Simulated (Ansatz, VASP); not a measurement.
**Ni: VASP beside Ansatz**

File INCAR:

```
PREC = Accurate
ENCUT = 520
EDIFF = 1E-6
ISMEAR = 0
SIGMA = 0.1
LREAL = False
LASPH = True
NELM = 150
ALGO = Normal
ISIF = 2
LWAVE = False
LCHARG = False
ISPIN = 2
MAGMOM = 0.75
LORBIT = 11
LMAXMIX = 4
GGA = PE
NBANDS = 15
```

File KPOINTS:

```
Automatic mesh
0
Gamma
  20 20 20
```

Contents of POSCAR:

```
Ni
1.0
    0.0000000000      1.7766571844      1.7766571844
    1.7766571844      0.0000000000      1.7766571844
    1.7766571844      1.7766571844      0.0000000000
Ni
1
Direct
    0.0000000000      0.0000000000      0.0000000000
```

Input for Ansatz:

```yaml
crystal:
  lattice:
    - [0.0, 1.7766571844, 1.7766571844]
    - [1.7766571844, 0.0, 1.7766571844]
    - [1.7766571844, 1.7766571844, 0.0]
  atoms:
    - { symbol: Ni, position: [0.0, 0.0, 0.0], spin: 0.75 }
basis:
  ecutwfc: 420
kpoints:
  mp_grid: { grid: [20, 20, 20] }
hamiltonian:
  xc: pbe
scf:
  occupations: { method: gaussian, width: 0.1 }
output:
  forces: true
  stress: true
  eigenvalues: true
  populations: true
magnetization:
  spin_polarized: true
```

Alike in both runs: task single point; functional PBE; k mesh 20 × 20 × 20; occupations gaussian, width 0.1 eV; collinear spin.

```csv
,VASP,Ansatz
version,VASP 6.6.1,Ansatz 0.2.0
potentials or method,"VASP PAW PBE potentials, release 64 (Ni), cutoff 520 eV","scalar-relativistic, plane waves, PAW"
valence electrons in the cell,10,18
```

Ansatz gave:

| Property | Result |
| --- | --- |
| gap on the k mesh at the Fermi level (eV) | none |
| pressure (GPa) | -5.5 |
| net moment per atom (μB) | 0.64 |
| size of the moment on the site where the two differ most (μB) | 0.68 |

Question: Which values does VASP return?

Answer: gap on the k mesh at the Fermi level (eV): none; pressure (GPa): -5.5; net moment per atom (μB): 0.63; size of the moment on the site where the two differ most (μB): 0.65.

Site moments also hang on the region over which each program counts them. A gap of «none» marks a metal or a gap that the smearing closes. VASP's potentials hold 10 valence electrons a cell and Ansatz's 18, so a difference there can come from the potentials and not from the codes.
